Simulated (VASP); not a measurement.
# In (R-3m) in VASP: single point with PBE

Aim: the single point of In with PBE.

Everything below comes from runs of VASP 6.6.1. Logs are shortened: lines on timing, memory, paths and dates and some standing lists are left out, and cuts for length are marked.

### 1 The cell of the first run

Symmetry: R-3m, No. 166, trigonal system. The conventional cell has a = 5.455 Å, b = 5.455 Å, c = 3.107 Å, α = 90.00°, β = 90.00°, γ = 120.00°. Within 4.1 Å of In (site symmetry -3m) lie 14 In at 3.11 to 3.77 Å.

### 2 Single point, PBE

INCAR reads:

```
ALGO     = Fast           # electronic algorithm
EDIFF    = 1E-6           # SCF threshold, eV
ENCUT    = 520            # plane-wave cutoff, eV
GGA      = PE             # functional
ISIF     = 2              # what is computed and relaxed
ISMEAR   = 0              # smearing method
LASPH    = True           # aspherical terms in the spheres
LCHARG   = False          # write CHGCAR
LREAL    = False          # projectors in reciprocal space
LWAVE    = False          # write WAVECAR
NBANDS   = 12             # bands
NELM     = 80             # most SCF steps
PREC     = Accurate       # precision mode
SIGMA    = 0.15           # smearing width, eV
```

KPOINTS reads:

```
k-points
0
Gamma
  20 20 20
```

POSCAR reads:

```
In
1.0
   -1.9736203399      1.8836181094      1.8836181094
    1.8836181094     -1.9736203399      1.8836181094
    1.8836181094      1.8836181094     -1.9736203399
In
1
Direct
    0.0000000000      0.0000000000      0.0000000000
```

Potentials or basis: VASP PAW PBE potentials, release 64 (In_d).

On the command line:

```bash
> cat potpaw_PBE.64/In_d/POTCAR > POTCAR
> mpirun -np 1 vasp_std > vasp.out
```

OUTCAR:

```text
EDIFF = 1E-6
   ENCUT = 520
   GGA = PE
   ISIF = 2
   ISMEAR = 0
   LASPH = True
   LREAL = False
   NELM = 80
   PREC = Accurate

 ion  position               nearest neighbor table
   1  0.000  0.000  0.000-

  LATTYP: Found a trigonal (rhomboedric) cell.
 ALAT       =     3.3152996260
 COS(alpha) =    -0.3536531715

  Lattice vectors:

 A1 = (  -1.9736203399,   1.8836181094,   1.8836181094)
 A2 = (   1.8836181094,  -1.9736203399,   1.8836181094)
 A3 = (   1.8836181094,   1.8836181094,  -1.9736203399)

Analysis of symmetry for initial positions (statically):
=====================================================================
 Subroutine PRICEL returns:
 Original cell was already a primitive cell.

 Routine SETGRP: Setting up the symmetry group for a
 trigonal (rhombohedral) supercell.

 Subroutine GETGRP returns: Found 12 space group operations
 (whereof 12 operations were pure point group operations)
 out of a pool of 12 trial point group operations.

The static configuration has the point symmetry D_3d.

Analysis of symmetry for dynamics (positions and initial velocities):
=====================================================================
 Subroutine PRICEL returns:
 Original cell was already a primitive cell.

 Routine SETGRP: Setting up the symmetry group for a
 trigonal (rhombohedral) supercell.

 Subroutine GETGRP returns: Found 12 space group operations
 (whereof 12 operations were pure point group operations)
 out of a pool of 12 trial point group operations.

The dynamic configuration has the point symmetry D_3d.

 Subroutine INISYM returns: Found 12 space group operations
 (whereof 12 operations are pure point group operations),
 and found     1 'primitive' translations

----------------------------------------------------------------------------------------

                                     Primitive cell

  volume of cell :      26.6859

  direct lattice vectors                    reciprocal lattice vectors
    -1.973620340  1.883618109  1.883618109     0.013009103  0.272261937  0.272261937
     1.883618109 -1.973620340  1.883618109     0.272261937  0.013009103  0.272261937
     1.883618109  1.883618109 -1.973620340     0.272261937  0.272261937  0.013009103

  length of vectors
     3.315299626  3.315299626  3.315299626     0.385256228  0.385256228  0.385256228

  position of ions in fractional coordinates (direct lattice)
     0.000000000  0.000000000  0.000000000

  ion indices of the primitive-cell ions
   primitive index   ion index
                 1           1

----------------------------------------------------------------------------------------

 KPOINTS: k-points

Automatic generation of k-mesh.
 Grid dimensions read from file:
 generate k-points for:   20   20   20

 Generating k-lattice:

  Cartesian coordinates                     Fractional coordinates (reciprocal lattice)
     0.000650455  0.013613097  0.013613097     0.050000000  0.000000000  0.000000000
     0.013613097  0.000650455  0.013613097     0.000000000  0.050000000  0.000000000
     0.013613097  0.013613097  0.000650455    -0.000000000 -0.000000000  0.050000000

  Length of vectors
     0.019262811  0.019262811  0.019262811

  Shift w.r.t. Gamma in fractional coordinates (k-lattice)
     0.000000000  0.000000000  0.000000000

 Subroutine IBZKPT returns following result:
 ===========================================

 Found    781 irreducible k-points:

 Following reciprocal coordinates:
            Coordinates               Weight
  0.000000  0.000000  0.000000      1.000000
  0.050000 -0.000000 -0.000000      6.000000
  0.100000  0.000000  0.000000      6.000000
  0.150000 -0.000000 -0.000000      6.000000
  0.200000  0.000000  0.000000      6.000000
  0.250000  0.000000  0.000000      6.000000
[... 16 lines left out ...]
 -0.400000  0.050000  0.000000     12.000000
 -0.350000  0.050000  0.000000     12.000000
 [... further k-points ...]
   k-points           NKPTS =    781   k-points in BZ     NKDIM =    781   number of bands    NBANDS=     12
   number of dos      NEDOS =    301   number of ions     NIONS =      1
   total plane-waves  NPLWV =  21952
   dimension x,y,z NGX =    28 NGY =   28 NGZ =   28
   dimension x,y,z NGXF=    56 NGYF=   56 NGZF=   56
   ions per type =               1
   NGX,Y,Z   is equivalent  to a cutoff of  14.04, 14.04, 14.04 a.u.
   NGXF,Y,Z  is equivalent  to a cutoff of  28.08, 28.08, 28.08 a.u.
 SYSTEM =  unknown system
   PREC   = accura    normal or accurate (medium, high low for compatibility)
   ISTART =      0    job   : 0-new  1-cont  2-samecut
   ICHARG =      2    charge: 1-file 2-atom 10-const
   ISPIN  =      1    spin polarized calculation?
   LNONCOLLINEAR =      F non collinear calculations
   LSORBIT =      F    spin-orbit coupling
   LASPH  =      T    aspherical Exc in radial PAW
   ENCUT  =  520.0 eV  38.22 Ry    6.18 a.u.   6.16  6.16  6.16*2*pi/ulx,y,z
   NELM   =     80;   NELMIN=  2; NELMDL= -5     # of ELM steps
   EDIFF  = 0.1E-05   stopping-criterion for ELM
   LREAL  =      F    real-space projection
   EDIFFG = 0.1E-04   stopping-criterion for IOM
   NSW    =      0    number of steps for IOM
   IBRION =     -1    ionic relax: 0-MD 1-quasi-New 2-CG
   NFREE  =      0    steps in history (QN), initial steepest desc. (CG)
   ISIF   =      2    stress and relaxation
   ISYM   =      2    0-nonsym 1-usesym 2-fastsym
   POTIM  = 0.5000    time-step for ionic-motion
   TEBEG  =    0.0;   TEEND  =   0.0 temperature during run
   PSTRESS=    0.0 pullay stress
   NELECT =      13.0000    total number of electrons
   NUPDOWN=      -1.0000    fix difference up-down
   EMIN   =  10.00;   EMAX   =-10.00  energy-range for DOS
   EFERMI =   0.00;   METHOD = LEGACY
   ISMEAR =     0;   SIGMA  =   0.15  broadening in eV -4-tet -1-fermi 0-gaus
   EFERMI_NEDOS =   21; number of points for ismear=-14 and -15
   IALGO  =     68    algorithm
   IMIX   =      4    mixing-type and parameters
     AMIX     =   0.40;   BMIX     =  1.00
     AMIX_MAG =   1.60;   BMIX_MAG =  1.00
  volume/ion in A,a.u.               =      26.69       180.09
  Fermi-wavevector in a.u.,A,eV,Ry     =   1.288136  2.434225 22.576080  1.659295
  Thomas-Fermi vector in A             =   2.420108
   LORBIT       =      0    0 simple, 1 ext, 2 COOP (PROOUT), +10 PAW based schemes
   GGA     = PE    functional components
   LHFCALC =     F    Hartree Fock is set to
   AEXX    =    0.0000 exact exchange contribution
   IVDW    =     0    specifies the selected vdW correction
   LEPSILON=     F    determine dielectric tensor
   LRPA    =     F    only Hartree local field effects (RPA)
 non-spin polarized calculation
 RMM-DIIS sequential band-by-band and
 Gauss-broadening in eV      SIGMA  =   0.15
  energy-cutoff  :      520.00
  volume of cell :       26.69
 maximum number of plane-waves:       733
 NGX is ok and might be reduce to    28
   NGX = 13   NGY = 13   NGZ = 13

 number of electron      13.0000005 magnetization

 Free energy of the ion-electron system (eV)
  ---------------------------------------------------
  ext. energy  EPLUGINS =         0.00000000
  ---------------------------------------------------
  free energy    TOTEN  =        -2.53945479 eV

  energy without entropy =       -2.53485381  energy(sigma->0) =       -2.53715430

 E-fermi :   7.3046     XC(G=0): -10.1580

 val. band max:        7.2963833956   @ k =  -0.4500  -0.4500   0.3000
 cond. band min:       7.3348903593   @ k =   0.5000   0.2500   0.1000
 fundamental gap:      0.0385069637
 Fermi energy:         7.3046216071

 k-point     1 :       0.0000    0.0000    0.0000
  band No.  band energies     occupation
      1      -7.4693      2.00000
      2      -7.3302      2.00000
      3      -7.3302      2.00000
      4      -7.0922      2.00000
      5      -7.0922      2.00000
      6      -2.1081      2.00000
      7      17.3988      0.00000
      8      17.3988      0.00000
      9      19.2838      0.00000
     10      19.6003      0.00000
     11      20.9693      0.00000
     12      20.9720      0.00000

 k-point     2 :       0.0500   -0.0000   -0.0000
  band No.  band energies     occupation
      1      -7.4577      2.00000
      2      -7.3327      2.00000
      3      -7.3255      2.00000
      4      -7.0968      2.00000
      5      -7.0936      2.00000
      6      -2.0485      2.00000
      7      17.1635      0.00000
      8      17.3329      0.00000
      9      18.6599      0.00000
     10      19.4504      0.00000
     11      20.2938      0.00000
     12      20.6470      0.00000

 k-point     3 :       0.1000    0.0000    0.0000
  band No.  band energies     occupation
      1      -7.4253      2.00000
      2      -7.3403      2.00000
      3      -7.3113      2.00000
      4      -7.1099      2.00000
      5      -7.0974      2.00000
      6      -1.8687      2.00000
      7      16.5085      0.00000
      8      17.1017      0.00000
      9      17.2351      0.00000
     10      19.2672      0.00000
     11      19.4905      0.00000
     12      20.0461      0.00000

 k-point     4 :       0.1500   -0.0000   -0.0000
  band No.  band energies     occupation
      1      -7.3806      2.00000
      2      -7.3524      2.00000
      3      -7.2856      2.00000
      4      -7.1288      2.00000
      5      -7.1029      2.00000
      6      -1.5668      2.00000
      7      15.1382      0.00000
      8      16.1038      0.00000
      9      16.6996      0.00000
     10      18.8514      0.00000
     11      19.0967      0.00000
     12      19.6649      0.00000

 k-point     5 :       0.2000    0.0000    0.0000
  band No.  band energies     occupation
      1      -7.3681      2.00000
      2      -7.3435      2.00000
      3      -7.2393      2.00000
      4      -7.1479      2.00000
      5      -7.1092      2.00000
      6      -1.1404      2.00000
      7      13.3688      0.00000
      8      15.3178      0.00000
      9      16.2110      0.00000
     10      18.3270      0.00000
     11      18.6419      0.00000
     12      19.8789      0.00000
[... 228 lines left out ...]
      1      -7.4421      2.00000
      2      -7.3998      2.00000
      3      -7.1328      2.00000
      4      -7.1255      2.00000
      5      -6.9138      2.00000
      6       3.3994      2.00000
      7       4.8774      2.00000
      8      12.4549      0.00000
      9      14.0969      0.00000
     10      17.2269      0.00000
     11      17.8150      0.00000
     12      23.2551      0.00000

 k-point    22 :      -0.4500    0.0500    0.0000
  band No.  band energies     occupation
      1      -7.4356      2.00000
      2      -7.3878      2.00000
      3      -7.1342      2.00000
      4      -7.1276      2.00000
      5      -6.9449      2.00000
      6       2.3226      2.00000
      7       6.1997      2.00000
      8      12.5473      0.00000
      9      14.1609      0.00000
     10      17.3392      0.00000
     11      17.9720      0.00000
     12      22.5295      0.00000

 k-point    23 :      -0.4000    0.0500    0.0000
  band No.  band energies     occupation
      1      -7.4241      2.00000
      2      -7.3684      2.00000
      3      -7.1435      2.00000
      4      -7.1249      2.00000
      5      -6.9974      2.00000
      6       1.3421      2.00000
      7       7.6539      0.00099
      8      12.7814      0.00000
      9      14.3340      0.00000
     10      17.5276      0.00000
     11      18.2071      0.00000
     12      21.7589      0.00000

 k-point    24 :      -0.3500    0.0500    0.0000
  band No.  band energies     occupation
      1      -7.4091      2.00000
      2      -7.3484      2.00000
      3      -7.1549      2.00000
      4      -7.1200      2.00000
      5      -7.0641      2.00000
      6       0.4817      2.00000
      7       9.2110      0.00000
      8      13.1469      0.00000
      9      14.6107      0.00000
     10      17.7969      0.00000
     11      18.5184      0.00000
     12      21.0281      0.00000

 [... further k-points ...]
[... 5 lines left out ...]
  --------------------------------------------------------------------------------------
  -------------------------------------------------------------------------------------
  Total        0.2624393      0.2624393      0.2624393      0.1379056      0.1379056      0.1379056
  in kB       15.7564039     15.7564039     15.7564039      8.2796121      8.2796121      8.2796121
  external PRESSURE =      15.7564039 kB  Pullay stress =       0.0000000 kB

 VOLUME and BASIS-vectors are now :
 -----------------------------------------------------------------------------
  energy-cutoff  :      520.00
  volume of cell :       26.69
      direct lattice vectors                 reciprocal lattice vectors
    -1.973620340  1.883618109  1.883618109     0.013009103  0.272261937  0.272261937
     1.883618109 -1.973620340  1.883618109     0.272261937  0.013009103  0.272261937
     1.883618109  1.883618109 -1.973620340     0.272261937  0.272261937  0.013009103

 POSITION                                       TOTAL-FORCE (eV/Angst)
 -----------------------------------------------------------------------------------
      0.00000      0.00000      0.00000        -0.000000      0.000000     -0.000000
 -----------------------------------------------------------------------------------
    total drift:                                0.000000     -0.000000     -0.000000

  FREE ENERGIE OF THE ION-ELECTRON SYSTEM (eV)
  ---------------------------------------------------
  free  energy   TOTEN  =        -2.5394547922 eV

  energy  without entropy=       -2.5348538105  energy(sigma->0) =       -2.53715430
```

It took 2.1 min on 1 thread of Intel Xeon 6975P-C (Granite Rapids), shared host; peak memory 0.35 GiB.

What came out:

```yaml
Free_energy: -2.5395 eV
Pressure: 1.6 GPa
Band_gap_on_the_k_mesh: zero (an odd number of electrons rules out a gap without spin polarisation)
```

Levels at points of the mesh, in eV from the Fermi level:
```
           k point  band 4  band 5  band 6  band 7  band 8  band 9
(0.00, 0.00, 0.00)  -14.40  -14.40   -9.41   10.09   10.09   11.98
(0.50, 0.00, 0.00)  -14.43  -14.21   -3.49   -2.96    5.51    7.12
(0.50, 0.50, 0.00)  -14.39  -14.27   -4.33   -3.24    5.63    8.08
(0.50, 0.50, 0.50)  -14.32  -14.20    0.89    0.94    1.48    1.48
```

Caveat: spin-orbit coupling is left out, which moves the levels of the heavy elements.

The gap in the log of VASP goes by the Fermi energy; the results here count the filled bands.